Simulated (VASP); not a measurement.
# KBr (Pm-3m) in VASP: single point with LDA

Aim: the single point of KBr with LDA.

Program: VASP 6.6.1. These are calculated values, not measurements. Logs are shortened: lines on timing, memory, paths and dates and some standing lists are left out, and cuts for length are marked.

**1. The cell of the first run**

It takes space group Pm-3m (No. 221, cubic). Conventional cell: a = 4.043 Å, b = 4.043 Å, c = 4.043 Å, α = 90.00°, β = 90.00°, γ = 90.00°. Within 4.6 Å of K (site symmetry m-3m) lie 8 Br at 3.50 Å and 6 K at 4.04 Å. Within 4.6 Å of Br (site symmetry m-3m) lie 8 K at 3.50 Å and 6 Br at 4.04 Å.

**2. Single point, LDA**

Contents of INCAR:

```
  PREC = Accurate
  ENCUT = 500
  EDIFF = 1E-6
  ISMEAR = -1
  SIGMA = 0.01
  LREAL = False
  LASPH = True
  NELM = 120
  ALGO = Normal
  ISIF = 2
  LWAVE = False
  LCHARG = True
  LELF = True
  LVHAR = True
  NBANDS = 15
  GGA_COMPAT = False
```

Contents of KPOINTS:

```
Automatic mesh
0
Gamma
  4 4 4
```

Contents of POSCAR:

```
KBr
1.0
    4.0434990000      0.0000000000      0.0000000000
    0.0000000000      4.0434990000      0.0000000000
    0.0000000000      0.0000000000      4.0434990000
K Br
1 1
Direct
    0.0000000000      0.0000000000      0.0000000000
    0.5000000000      0.5000000000      0.5000000000
```

Potentials or basis: VASP PAW LDA potentials, release 64 (K_sv, Br).

Launch:

```
$ cat potpaw_LDA.64/K_sv/POTCAR potpaw_LDA.64/Br/POTCAR > POTCAR
$ mpirun -np 1 vasp_std > vasp.out
```

OUTCAR:

```text
PREC = Accurate
   ENCUT = 500
   EDIFF = 1E-6
   ISMEAR = -1
   LREAL = False
   LASPH = True
   NELM = 120
   ISIF = 2

 ion  position               nearest neighbor table
   1  0.000  0.000  0.000-
   2  0.500  0.500  0.500-

  LATTYP: Found a simple cubic cell.
 ALAT       =     4.0434990000

  Lattice vectors:

 A1 = (   4.0434990000,   0.0000000000,   0.0000000000)
 A2 = (   0.0000000000,   4.0434990000,   0.0000000000)
 A3 = (   0.0000000000,   0.0000000000,   4.0434990000)

Analysis of symmetry for initial positions (statically):
=====================================================================
 Subroutine PRICEL returns:
 Original cell was already a primitive cell.

 Routine SETGRP: Setting up the symmetry group for a
 simple cubic supercell.

 Subroutine GETGRP returns: Found 48 space group operations
 (whereof 48 operations were pure point group operations)
 out of a pool of 48 trial point group operations.

The static configuration has the point symmetry O_h .

Analysis of symmetry for dynamics (positions and initial velocities):
=====================================================================
 Subroutine PRICEL returns:
 Original cell was already a primitive cell.

 Routine SETGRP: Setting up the symmetry group for a
 simple cubic supercell.

 Subroutine GETGRP returns: Found 48 space group operations
 (whereof 48 operations were pure point group operations)
 out of a pool of 48 trial point group operations.

The dynamic configuration has the point symmetry O_h .

 Subroutine INISYM returns: Found 48 space group operations
 (whereof 48 operations are pure point group operations),
 and found     1 'primitive' translations

----------------------------------------------------------------------------------------

                                     Primitive cell

  volume of cell :      66.1107

  direct lattice vectors                    reciprocal lattice vectors
     4.043499000  0.000000000  0.000000000     0.247310559  0.000000000  0.000000000
     0.000000000  4.043499000  0.000000000     0.000000000  0.247310559  0.000000000
     0.000000000  0.000000000  4.043499000     0.000000000  0.000000000  0.247310559

  length of vectors
     4.043499000  4.043499000  4.043499000     0.247310559  0.247310559  0.247310559

  position of ions in fractional coordinates (direct lattice)
     0.000000000  0.000000000  0.000000000
     0.500000000  0.500000000  0.500000000

  ion indices of the primitive-cell ions
   primitive index   ion index
[... 68 lines left out ...]
   TEBEG  =    0.0;   TEEND  =   0.0 temperature during run
   PSTRESS=    0.0 pullay stress
   NELECT =      16.0000    total number of electrons
   NUPDOWN=      -1.0000    fix difference up-down
   EMIN   =  10.00;   EMAX   =-10.00  energy-range for DOS
   EFERMI =   0.00;   METHOD = LEGACY
   ISMEAR =    -1;   SIGMA  =   0.01  broadening in eV -4-tet -1-fermi 0-gaus
   EFERMI_NEDOS =   21; number of points for ismear=-14 and -15
   IALGO  =     38    algorithm
   IMIX   =      4    mixing-type and parameters
     AMIX     =   0.40;   BMIX     =  1.00
     AMIX_MAG =   1.60;   BMIX_MAG =  1.00
  volume/ion in A,a.u.               =      33.06       223.07
  Fermi-wavevector in a.u.,A,eV,Ry     =   1.020213  1.927923 14.161412  1.040834
  Thomas-Fermi vector in A             =   2.153770
   LORBIT       =      0    0 simple, 1 ext, 2 COOP (PROOUT), +10 PAW based schemes
   GGA     = CA    functional components
   LHFCALC =     F    Hartree Fock is set to
   AEXX    =    0.0000 exact exchange contribution
   IVDW    =     0    specifies the selected vdW correction
   LEPSILON=     F    determine dielectric tensor
   LRPA    =     F    only Hartree local field effects (RPA)
 non-spin polarized calculation
  energy-cutoff  :      500.00
  volume of cell :       66.11
 maximum number of plane-waves:      1743
 NGX is ok and might be reduce to    30
   NGX = 15   NGY = 15   NGZ = 15

 number of electron      15.9999999 magnetization

 Free energy of the ion-electron system (eV)
  ---------------------------------------------------
  ext. energy  EPLUGINS =         0.00000000
  ---------------------------------------------------
  free energy    TOTEN  =        -6.67960872 eV

  energy without entropy =       -6.67960872  energy(sigma->0) =       -6.67960872

 E-fermi :  -0.6219     XC(G=0):  -8.3161

 val. band max:       -0.9208949601   @ k =   0.5000   0.5000   0.0000
 cond. band min:       2.5551674237   @ k =   0.0000   0.0000   0.0000
 fundamental gap:      3.4760623838
 Fermi energy:        -0.6218697746

 k-point     1 :       0.0000    0.0000    0.0000
  band No.  band energies     occupation
      1     -29.2018      2.00000
      2     -13.7302      2.00000
      3     -12.8593      2.00000
      4     -12.8593      2.00000
      5     -12.8593      2.00000
      6      -1.1902      2.00000
      7      -1.1902      2.00000
      8      -1.1902      2.00000
      9       2.5552      0.00000
     10       4.6530      0.00000
     11       4.6530      0.00000
     12       8.5812      0.00000
     13       8.5812      0.00000
     14       8.5812      0.00000
[... 149 lines left out ...]
      2     -13.3595      2.00000
      3     -12.9769      2.00000
      4     -12.9769      2.00000
      5     -12.9769      2.00000
      6      -2.3862      2.00000
      7      -2.3862      2.00000
      8      -2.3862      2.00000
      9       6.1785      0.00000
     10       6.1785      0.00000
     11       6.1785      0.00000
     12       8.2673      0.00000
     13       8.2673      0.00000
     14       8.2673      0.00000
     15      10.1278      0.00000

------------------------ aborting loop because EDIFF is reached ----------------------------------------

  FORCE on cell =-STRESS in cart. coord.  units (eV):
  Direction    XX          YY          ZZ          XY          YZ          ZX
  --------------------------------------------------------------------------------------
  -------------------------------------------------------------------------------------
  Total       -1.0813425     -1.0813425     -1.0813425     -0.0000000     -0.0000000     -0.0000000
  in kB      -26.2060671    -26.2060671    -26.2060671     -0.0000000     -0.0000000     -0.0000000
  external PRESSURE =     -26.2060671 kB  Pullay stress =       0.0000000 kB

 VOLUME and BASIS-vectors are now :
 -----------------------------------------------------------------------------
  energy-cutoff  :      500.00
  volume of cell :       66.11
      direct lattice vectors                 reciprocal lattice vectors
     4.043499000  0.000000000  0.000000000     0.247310559  0.000000000  0.000000000
     0.000000000  4.043499000  0.000000000     0.000000000  0.247310559  0.000000000
     0.000000000  0.000000000  4.043499000     0.000000000  0.000000000  0.247310559

 POSITION                                       TOTAL-FORCE (eV/Angst)
 -----------------------------------------------------------------------------------
      0.00000      0.00000      0.00000         0.000000      0.000000      0.000000
      2.02175      2.02175      2.02175         0.000000      0.000000      0.000000
 -----------------------------------------------------------------------------------
    total drift:                                0.000000      0.000000     -0.000000

  FREE ENERGIE OF THE ION-ELECTRON SYSTEM (eV)
  ---------------------------------------------------
  free  energy   TOTEN  =        -6.6796087191 eV

  energy  without entropy=       -6.6796087191  energy(sigma->0) =       -6.67960872
```

OSZICAR:

```text
N       E                     dE             d eps       ncg     rms          rms(c)
DAV:   1     0.979677600990E+02    0.97968E+02   -0.65201E+03   300   0.899E+02
DAV:   2    -0.683765617360E+00   -0.98652E+02   -0.91524E+02   391   0.241E+02
DAV:   3    -0.670542358705E+01   -0.60217E+01   -0.59973E+01   412   0.497E+01
DAV:   4    -0.688903511271E+01   -0.18361E+00   -0.18358E+00   444   0.841E+00
DAV:   5    -0.689069902842E+01   -0.16639E-02   -0.16639E-02   405   0.867E-01    0.269E+00
DAV:   6    -0.671744385936E+01    0.17326E+00   -0.13454E-01   342   0.220E+00    0.204E+00
DAV:   7    -0.668181774863E+01    0.35626E-01   -0.61524E-02   398   0.162E+00    0.104E+00
DAV:   8    -0.667968179395E+01    0.21360E-02   -0.12869E-02   394   0.782E-01    0.152E-01
DAV:   9    -0.667958714038E+01    0.94654E-04   -0.58230E-04   414   0.152E-01    0.640E-02
DAV:  10    -0.667960957269E+01   -0.22432E-04   -0.93614E-05   351   0.787E-02    0.183E-02
DAV:  11    -0.667960871908E+01    0.85361E-06   -0.24492E-06   424   0.100E-02
   1 F= -.66796087E+01 E0= -.66796087E+01  d E =-.299120E-14
```

stdout:

```text
POSCAR found type information on POSCAR K Br
 POSCAR found :  2 types and       2 ions
 scaLAPACK will be used
 LDA part: xc-table for (Slater(with rela. corr.)+CA(PZ))
 , standard interpolation
 POSCAR, INCAR and KPOINTS ok, starting setup
 FFT: planning ... GRIDC
 FFT: planning ... GRID_SOFT
 FFT: planning ... GRID
 WAVECAR not read
 entering main loop
```

Run time: 14 s. Hardware: 1 thread of Intel Xeon Platinum 8375C at 2.90GHz (Ice Lake), shared host; peak memory 0.14 GiB.

Results:

| Property | Result |
| --- | --- |
| Free energy | -6.6796 eV |
| Pressure | -2.6 GPa |
| Band gap on the k mesh | 3.48 eV (least direct gap 3.75 eV) |

Levels at points of the mesh, in eV from the valence-band top:
| k point | band 6 | band 7 | band 8 | band 9 | band 10 | band 11 |
| --- | --- | --- | --- | --- | --- | --- |
| (0.00, 0.00, 0.00) | -0.27 | -0.27 | -0.27 | 3.48 | 5.57 | 5.57 |
| (0.50, 0.00, 0.00) | -2.03 | -0.24 | -0.24 | 6.14 | 6.89 | 7.35 |
| (0.50, 0.50, 0.00) | -1.42 | -1.42 | 0.00 | 4.90 | 6.23 | 7.84 |
| (0.50, 0.50, 0.50) | -1.47 | -1.47 | -1.47 | 7.10 | 7.10 | 7.10 |
